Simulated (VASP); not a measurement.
Wanted: the native input for a VASP 6.6.1 run.

| Item | Value |
| --- | --- |
| Task | single point |
| Functional | PBE |
| Potentials or basis | VASP PAW PBE potentials, release 64 (Na_pv) |
| Cutoff | 520 eV |
| k mesh | 18 × 18 × 6 |
| Occupations | gaussian, width 0.1 eV |
| Spin | no spin polarisation |
| Dipole correction | no |
| Further INCAR settings | ALGO = Fast; EDIFF = 1e-06; NBANDS = 22 |

The structure of Na lies in POSCAR:

```
Na
1.0
    3.6026279033      0.0000000000      0.0000000000
   -1.8013139517      3.1199672847      0.0000000000
    0.0000000000      0.0000000000     12.4340476454
Na
4
Direct
    0.0000000000      0.0000000000      0.0000000000
    0.3333333333      0.6666666667      0.2500000000
    0.0000000000      0.0000000000      0.5000000000
    0.6666666667      0.3333333333      0.7500000000
```

This isn't the form of Na at room conditions, which is bcc.

This cell differs from its parent crystal: biaxial strain in the a-b plane: -4.0 %.

One way to write it, as run:

INCAR

```
PREC = Accurate
ENCUT = 520
EDIFF = 1E-6
ISMEAR = 0
SIGMA = 0.1
LREAL = False
LASPH = True
NELM = 60
ALGO = Fast
ISIF = 2
LWAVE = False
LCHARG = True
GGA = PE
LELF = True
LVHAR = True
NBANDS = 22
```

KPOINTS

```
Automatic mesh
0
Gamma
  18 18 6
```

Potentials or basis: VASP PAW PBE potentials, release 64 (Na_pv).

Command:

```bash
$ cat potpaw_PBE.64/Na_pv/POTCAR > POTCAR
$ mpirun -np 1 vasp_std > vasp.out
```

Results of the run:

```yaml
Pressure: 0.5 GPa
Band_gap_on_the_k_mesh: zero (bands 14 and 15 overlap by 4.08 eV)
```

Caveat: the cell differs from its parent crystal (biaxial strain in the a-b plane: -4.0 %).

Wall time 3.3 min on 1 thread of Intel(R) Xeon(R) 6975P-C (Granite Rapids), with other jobs on the host, peak memory 0.46 GiB.
